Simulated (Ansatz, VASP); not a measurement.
InP in VASP and in Ansatz

```
CELL_PARAMETERS angstrom
0.00000 3.20479 2.26579
3.20479 0.00000 2.26579
3.20479 3.20479 0.00000
ATOMIC_POSITIONS crystal
In 0.00000 0.00000 0.00000
P 0.50000 0.50000 0.50000
```

Alike in both runs: task single point; functional PBE; k mesh 16 × 16 × 16; occupations gaussian, width 0.15 eV; no spin polarisation.

```csv
,VASP,Ansatz
version,VASP 6.6.1,Ansatz 0.2.0
potentials or method,"VASP PAW PBE potentials, release 64 (In_d, P), cutoff 520 eV","scalar-relativistic, plane waves, PAW"
valence electrons in the cell,18,18
```

VASP gave:

* gap on the k mesh at the Fermi level (eV): none
* pressure (GPa): 11.5
* traceless stress, the component that is largest in VASP (GPa): 33.72

Q: Estimate Ansatz's values.

A: gap on the k mesh at the Fermi level (eV): none; pressure (GPa): 11.8; traceless stress, the component that is largest in VASP (GPa): 34.18.

A gap of «none» marks a metal or a gap that the smearing closes.
